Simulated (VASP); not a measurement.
# LiCl (Fm-3m) in VASP: G0W0 quasiparticle levels with PBE

Aim: the G0W0 quasiparticle levels of LiCl with PBE.

Everything below comes from runs of VASP 6.6.1. Logs are shortened: lines on timing, memory, paths and dates and some standing lists are left out, and cuts for length are marked.

### 1 The cell of the first run

Symmetry: Fm-3m, No. 225, cubic system. The conventional cell has a = 5.112 Å, b = 5.112 Å, c = 5.112 Å, α = 90.00°, β = 90.00°, γ = 90.00°. Li (site symmetry m-3m) has 6 Cl at 2.56 Å within 3.4 Å. Cl (site symmetry m-3m) has 6 Li at 2.56 Å within 3.4 Å.

### 2 G0W0 quasiparticle levels, PBE

File POSCAR:

```
LiCl
1.0
    0.0000000000      2.5560369887      2.5560369887
    2.5560369887      0.0000000000      2.5560369887
    2.5560369887      2.5560369887      0.0000000000
Li Cl
1 1
Direct
    0.0000000000      0.0000000000      0.0000000000
    0.5000000000      0.5000000000      0.5000000000
```

File INCAR.step1:

```
SYSTEM = LiCl
PREC = Accurate
ENCUT = 500
EDIFF = 1E-8
ISMEAR = 0
SIGMA = 0.01
LREAL = .FALSE.
LASPH = .TRUE.
NELM = 80
ALGO = Normal
LWAVE = .TRUE.
LCHARG = .FALSE.
GGA = PE
```

File INCAR.step2:

```
SYSTEM = LiCl
PREC = Accurate
ENCUT = 500
EDIFF = 1E-8
ISMEAR = 0
SIGMA = 0.01
LREAL = .FALSE.
LASPH = .TRUE.
NELM = 1
ALGO = Exact
LWAVE = .TRUE.
LCHARG = .FALSE.
GGA = PE
NBANDS = 79
LOPTICS = .TRUE.
ISTART = 1
```

File INCAR.step3:

```
SYSTEM = LiCl
PREC = Accurate
ENCUT = 500
EDIFF = 1E-8
ISMEAR = 0
SIGMA = 0.01
LREAL = .FALSE.
LASPH = .TRUE.
ALGO = EVGW0
LWAVE = .FALSE.
LCHARG = .FALSE.
GGA = PE
NELMGW = 1
NBANDS = 79
ENCUTGW = 100.0
NOMEGA = 96
PRECFOCK = Fast
ISTART = 1
NBANDSGW = 12
OMEGAMAX = 20
```

File KPOINTS:

```
regular mesh
0
G
  6 6 6
  0 0 0
```

Potentials or basis: VASP PAW PBE potentials, release 64 (Li_GW, Cl_GW).

Command:

```sh
$ cat potpaw_PBE.64/Li_GW/POTCAR potpaw_PBE.64/Cl_GW/POTCAR > POTCAR
$ cp INCAR.step1 INCAR
$ mpirun -np 1 vasp_std > vasp.out
$ cp INCAR.step2 INCAR
$ mpirun -np 1 vasp_std > vasp.out
$ cp INCAR.step3 INCAR
$ mpirun -np 1 vasp_std > vasp.out
```

OUTCAR:

```text
SYSTEM = LiCl
   PREC = Accurate
   ENCUT = 500
   EDIFF = 1E-8
   ISMEAR = 0
   LREAL = .FALSE.
   LASPH = .TRUE.
   GGA = PE
   NELMGW = 1
   ENCUTGW = 100.0
   PRECFOCK = Fast
   ISTART = 1

 ion  position               nearest neighbor table
   1  0.000  0.000  0.000-   2 2.56   2 2.56   2 2.56   2 2.56   2 2.56   2 2.56
   2  0.500  0.500  0.500-   1 2.56   1 2.56   1 2.56   1 2.56   1 2.56   1 2.56

  LATTYP: Found a face centered cubic cell.
 ALAT       =     5.1120739774

  Lattice vectors:

 A1 = (   0.0000000000,   2.5560369887,   2.5560369887)
 A2 = (   2.5560369887,   0.0000000000,   2.5560369887)
 A3 = (   2.5560369887,   2.5560369887,   0.0000000000)

Analysis of symmetry for initial positions (statically):
=====================================================================
 Subroutine PRICEL returns:
 Original cell was already a primitive cell.

 Routine SETGRP: Setting up the symmetry group for a
 face centered cubic supercell.

 Subroutine GETGRP returns: Found 48 space group operations
 (whereof 48 operations were pure point group operations)
 out of a pool of 48 trial point group operations.

The static configuration has the point symmetry O_h .

Analysis of symmetry for dynamics (positions and initial velocities):
=====================================================================
 Subroutine PRICEL returns:
 Original cell was already a primitive cell.

 Routine SETGRP: Setting up the symmetry group for a
 face centered cubic supercell.

 Subroutine GETGRP returns: Found 48 space group operations
 (whereof 48 operations were pure point group operations)
 out of a pool of 48 trial point group operations.

The dynamic configuration has the point symmetry O_h .

 Subroutine INISYM returns: Found 48 space group operations
 (whereof 48 operations are pure point group operations),
 and found     1 'primitive' translations

----------------------------------------------------------------------------------------

[... 82 lines left out ...]
   NELM   =     60;   NELMIN=  2; NELMDL=  0     # of ELM steps
   EDIFF  = 0.1E-07   stopping-criterion for ELM
   LREAL  =      F    real-space projection
   EDIFFG = 0.1E-06   stopping-criterion for IOM
   NSW    =      0    number of steps for IOM
   IBRION =     -1    ionic relax: 0-MD 1-quasi-New 2-CG
   NFREE  =      0    steps in history (QN), initial steepest desc. (CG)
   ISIF   =      0    stress and relaxation
   ISYM   =      3    0-nonsym 1-usesym 2-fastsym
   POTIM  = 0.5000    time-step for ionic-motion
   TEBEG  =    0.0;   TEEND  =   0.0 temperature during run
   PSTRESS=    0.0 pullay stress
   NELECT =       8.0000    total number of electrons
   NUPDOWN=      -1.0000    fix difference up-down
   EMIN   =  10.00;   EMAX   =-10.00  energy-range for DOS
   EFERMI =   0.00;   METHOD = LEGACY
   ISMEAR =     0;   SIGMA  =   0.01  broadening in eV -4-tet -1-fermi 0-gaus
   EFERMI_NEDOS =   21; number of points for ismear=-14 and -15
   IALGO  =     38    algorithm
   IMIX   =      4    mixing-type and parameters
     AMIX     =   0.40;   BMIX     =  1.00
     AMIX_MAG =   1.60;   BMIX_MAG =  1.00
  volume/ion in A,a.u.               =      16.70       112.69
  Fermi-wavevector in a.u.,A,eV,Ry     =   1.016704  1.921291 14.064155  1.033686
  Thomas-Fermi vector in A             =   2.150062
   LORBIT       =      0    0 simple, 1 ext, 2 COOP (PROOUT), +10 PAW based schemes
   GGA     = PE    functional components
   LHFCALC =     T    Hartree Fock is set to
   PRECFOCK=fast      Normal, Fast or Accurate (Low or Medium for compatibility)
   ENCUT4O =  -1.0   cutoff for four orbital integrals eV
   NKREDX  =     1    reduce k-point grid by
   NKREDY  =     1    reduce k-point grid by
   NKREDZ  =     1    reduce k-point grid by
   AEXX    =    1.0000 exact exchange contribution
   HFSCREEN=    0.0000 screening length (either q_TF or 0.3 A-1)
   HFSCREENC=   0.0000 screening length for correlation (either q_TF or 0.3 A-1)
   ENCUTFOCK=  -1.0 apply spherical cutoff to Coloumb kernel
   IVDW    =     0    specifies the selected vdW correction
   LEPSILON=     F    determine dielectric tensor
   LRPA    =     F    only Hartree local field effects (RPA)
   LRPAFORCE           =     F    calculate RPA forces
   ENCUTGW             = 100.0    cutoff for response function in eV
   ENCUTGWSOFT         =  80.0    soft cutoff for Coulomb kernel in GW response function in eV
   ENCUTLF             =  -1.0    cutoff for local field effects
   NELMGW              =     1    number of iterations in solving QP/BSE equation
   NELMHF              =     1    number of iterations in the inner HF iteration
   NKREDLFX            =     1    NKREDLFY  =   1   NKREDLFZ  =   1
 non-spin polarized calculation
 Gauss-broadening in eV      SIGMA  =   0.01
  energy-cutoff  :      500.00
  volume of cell :       33.40
 maximum number of plane-waves:       869
 NGX is ok and might be reduce to    28
  NGX = 16; NGY = 16; NGZ = 16
   NGX = 13   NGY = 13   NGZ = 13
 maximum number of plane-waves:        81
 NGX is ok and might be reduce to    14

 QP shifts <psi_nk| G(iteration)W_0 |psi_nk>: iteration 1
 for sc-GW calculations column KS-energies equals QP-energies in previous step
 and V_xc(KS)=  KS-energies - (<T + V_ion + V_H > + <T+V_H+V_ion>^1  + <V_x>^1)

 k-point   1 :       0.0000    0.0000    0.0000
  band No.  KS-energies  QP-energies   sigma(KS)   V_xc(KS)     V^pw_x(r,r')   Z            occupation Imag(sigma)

      1     -14.3304     -15.6026     -16.3259     -14.7361     -24.1366       0.8002       2.0000       1.5839
      2      -0.8845      -2.4187     -16.6747     -14.7574     -18.9240       0.8002       2.0000       0.0379
      3      -0.8845      -2.4187     -16.6747     -14.7574     -18.9240       0.8002       2.0000       0.0379
      4      -0.8845      -2.4187     -16.6747     -14.7574     -18.9240       0.8002       2.0000       0.0379
      5       5.4950       6.3738      -7.5664      -8.6107      -4.1704       0.8416       0.0000      -0.0421
      6      10.9119      12.2200      -8.0138      -9.5904      -4.2888       0.8297       0.0000      -0.0543
      7      10.9119      12.2200      -8.0138      -9.5904      -4.2888       0.8297       0.0000      -0.0543
      8      10.9119      12.2200      -8.0138      -9.5904      -4.2888       0.8297       0.0000      -0.0543
      9      13.4714      15.1268      -9.0533     -11.1128      -4.9027       0.8038       0.0000      -0.0774
     10      13.4714      15.1268      -9.0533     -11.1128      -4.9027       0.8038       0.0000      -0.0774
     11      13.7074      14.8398      -5.8584      -7.2871      -1.4347       0.7926       0.0000      -0.0982
     12      13.7074      14.8398      -5.8584      -7.2871      -1.4347       0.7926       0.0000      -0.0982
[... 228 lines left out ...]
      1     -13.4962     -14.4037     -16.7476     -15.5184     -24.6054       0.7382       2.0000       1.2911
      2      -3.4566      -5.3590     -14.8266     -12.4011     -17.4512       0.7843       2.0000       0.0580
      3      -2.5677      -4.3586     -15.3747     -13.1111     -17.8463       0.7912       2.0000       0.0487
      4      -1.9755      -3.6897     -15.8593     -13.6970     -18.2526       0.7927       2.0000       0.0439
      5       7.8131       8.9972      -7.3171      -8.7326      -3.8472       0.8365       0.0000      -0.0464
      6       8.4705       9.5542      -7.9284      -9.2250      -4.4692       0.8358       0.0000      -0.0468
      7      10.4326      11.8002      -7.3788      -9.0412      -3.5132       0.8226       0.0000      -0.0616
      8      10.5654      11.8902      -8.7947     -10.4273      -4.8816       0.8115       0.0000      -0.0648
      9      14.0952      15.3575      -7.1516      -8.7642      -2.6843       0.7827       0.0000      -0.1060
     10      16.1583      17.5960      -8.3519     -10.2162      -3.6116       0.7711       0.0000      -0.1713
     11      17.1477      19.1061     -10.4197     -12.9425      -5.4375       0.7763       0.0000      -0.1923
     12      17.8209      19.3538      -9.5853     -11.5737      -4.4287       0.7709       0.0000      -0.3498
```

OUTCAR.step1:

```text
SYSTEM = LiCl
   PREC = Accurate
   ENCUT = 500
   EDIFF = 1E-8
   ISMEAR = 0
   LREAL = .FALSE.
   LASPH = .TRUE.
[... 386 lines left out ...]
      0.00000      0.00000      0.00000        -0.000000     -0.000000     -0.000000
      2.55604      2.55604      2.55604         0.000000      0.000000      0.000000
 -----------------------------------------------------------------------------------
    total drift:                                0.000000      0.000000      0.000000

  FREE ENERGIE OF THE ION-ELECTRON SYSTEM (eV)
  ---------------------------------------------------
  free  energy   TOTEN  =        -7.3719499012 eV

  energy  without entropy=       -7.3719499012  energy(sigma->0) =       -7.37194990
```

Run time: 5.7 min. Hardware: 1 thread of Intel Xeon Platinum 8259CL at 2.50GHz (Skylake/Cascade Lake), shared host; peak memory 0.48 GiB.

What came out:

```yaml
Quasiparticle_gap: 8.79 eV
Least_direct_quasiparticle_gap: 8.79 eV
Band_gap_of_the_starting_levels_on_the_mesh: 6.38 eV
Least_direct_gap_of_the_starting_levels_on_the_mesh: 6.38 eV
```

Caveat: bands, screening cutoff and mesh are small and nothing is extrapolated, so the quasiparticle values aren't converged.
